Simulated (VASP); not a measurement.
Write the native input for VASP 6.6.1 that does the following.

```yaml
Task: single point
Functional: r2SCAN
Dispersion: D3(BJ)
Potentials_or_basis: VASP PAW PBE potentials, release 64 (In_d, Se)
Cutoff: 520 eV
k_mesh: 14 × 14 × 14
Occupations: gaussian, width 0.05 eV
Spin: no spin polarisation
Dipole_correction: no
Further_INCAR_settings: ALGO = Normal; EDIFF = 1e-06; NBANDS = 16
```

Crystal: InSe.

```xyz
2
Lattice="0.0000 2.9531 2.9531 2.9531 0.0000 2.9531 2.9531 2.9531 0.0000" Properties=species:S:1:pos:R:3 pbc="T T T"
In    0.0000    0.0000    0.0000
Se    2.9531    2.9531    2.9531
```

One way to write it, as run:

POSCAR

```
InSe
1.0
    0.0000000000      2.9531166719      2.9531166719
    2.9531166719      0.0000000000      2.9531166719
    2.9531166719      2.9531166719      0.0000000000
In Se
1 1
Direct
    0.0000000000      0.0000000000      0.0000000000
    0.5000000000      0.5000000000      0.5000000000
```

INCAR.step1

```
ALGO = Normal ; EDIFF = 1E-4
ENCUT = 520 ; GGA = PE
ISMEAR = 0 ; LASPH = True
LCHARG = False ; LREAL = False
LWAVE = True ; NBANDS = 16
NELM = 60 ; PREC = Accurate
SIGMA = 0.05
```

INCAR.step2

```
ALGO = Normal ; EDIFF = 1E-6
ENCUT = 520 ; ISIF = 2
ISMEAR = 0 ; ISTART = 1
IVDW = 12 ; LASPH = True
LCHARG = False ; LMIXTAU = True
LREAL = False ; LWAVE = False
METAGGA = R2SCAN ; NBANDS = 16
NELM = 60 ; PREC = Accurate
SIGMA = 0.05 ; VDW_A1 = 0.49484001
VDW_A2 = 5.73083694 ; VDW_S6 = 1.0
VDW_S8 = 0.78981345
```

KPOINTS

```
k-points
0
Gamma
  14 14 14
```

Potentials or basis: VASP PAW PBE potentials, release 64 (In_d, Se).

Launch:

```bash
$ cat potpaw_PBE.64/In_d/POTCAR potpaw_PBE.64/Se/POTCAR > POTCAR
$ cp INCAR.step1 INCAR
$ mpirun -np 1 vasp_std > vasp.out
$ cp INCAR.step2 INCAR
$ mpirun -np 1 vasp_std > vasp.out
```

It gave:

- Pressure: -2.1 GPa
- Band gap on the k mesh: zero (an odd number of electrons rules out a gap without spin polarisation)
- Dispersion energy per atom: -0.162 eV

Caveat: the PAW data sets were made with another functional, which shifts forces and pressure a little; spin-orbit coupling is left out, which moves the levels of the heavy elements; an odd number of electrons without spin polarisation forces a metal; a magnetic or distorted state may lie lower.

Run time: 96 s on 1 thread of Intel(R) Xeon(R) 6975P-C (Granite Rapids), with other jobs on the host, peak memory 0.25 GiB.
